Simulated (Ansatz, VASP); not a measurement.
## WC in VASP and in Ansatz

POSCAR

```
WC
1.0
    0.0000000000      2.0172692800      2.0172692800
    2.0172692800      0.0000000000      2.0172692800
    2.0172692800      2.0172692800      0.0000000000
W C
1 1
Direct
    0.0000000000      0.0000000000      0.0000000000
    0.5000000000      0.5000000000      0.5000000000
```

Contents of INCAR.step1:

```
ALGO = Normal
EDIFF = 1E-4
ENCUT = 520
GGA = PE
ISMEAR = 0
LASPH = T
LCHARG = F
LREAL = F
LWAVE = T
NBANDS = 16
NELM = 100
PREC = Accurate
SIGMA = 0.15
```

Contents of INCAR.step2:

```
ALGO = Normal
EDIFF = 1E-6
ENCUT = 520
ISIF = 2
ISMEAR = 0
ISTART = 1
LASPH = T
LCHARG = F
LMIXTAU = T
LREAL = F
LWAVE = F
METAGGA = R2SCAN
NBANDS = 16
NELM = 100
PREC = Accurate
SIGMA = 0.15
```

Contents of KPOINTS:

```
k-points
0
Gamma
  18 18 18
```

Input for Ansatz:

```yaml
crystal:
  lattice:
    - [0.0, 2.01726928, 2.01726928]
    - [2.01726928, 0.0, 2.01726928]
    - [2.01726928, 2.01726928, 0.0]
  atoms:
    - { symbol: W, position: [0.0, 0.0, 0.0] }
    - { symbol: C, position: [0.5, 0.5, 0.5] }
basis:
  ecutwfc: 500
kpoints:
  mp_grid: { grid: [18, 18, 18] }
hamiltonian:
  xc: r2scan
scf:
  occupations: { method: gaussian, width: 0.15 }
output:
  forces: true
  stress: true
  eigenvalues: true
```

Change from the starting cell: strain -0.080 along x and y, -0.080 along z, atoms carried along.

Alike in both runs: task single point; functional r2SCAN; k mesh 18 × 18 × 18; occupations gaussian, width 0.15 eV; no spin polarisation.

|  | VASP | Ansatz |
| --- | --- | --- |
| version | VASP 6.6.1 | Ansatz 0.2.0 |
| potentials or method | VASP PAW PBE potentials, release 64 (W_sv, C), cutoff 520 eV | scalar-relativistic, plane waves, PAW |
| valence electrons in the cell | 18 | 18 |

```csv
,VASP,Ansatz,Ansatz less VASP
gap on the k mesh at the Fermi level (eV),none,none,-
pressure (GPa),152.8,148.4,-4.46
```

VASP's potentials were made for PBE, not for r2SCAN. A gap of «none» marks a metal or a gap that the smearing closes. Both programs put the cell under a high pressure, so it lies far from rest at this level.

Spin-orbit coupling is off throughout. Noted on VASP's run: the cell as given lies far from equilibrium.
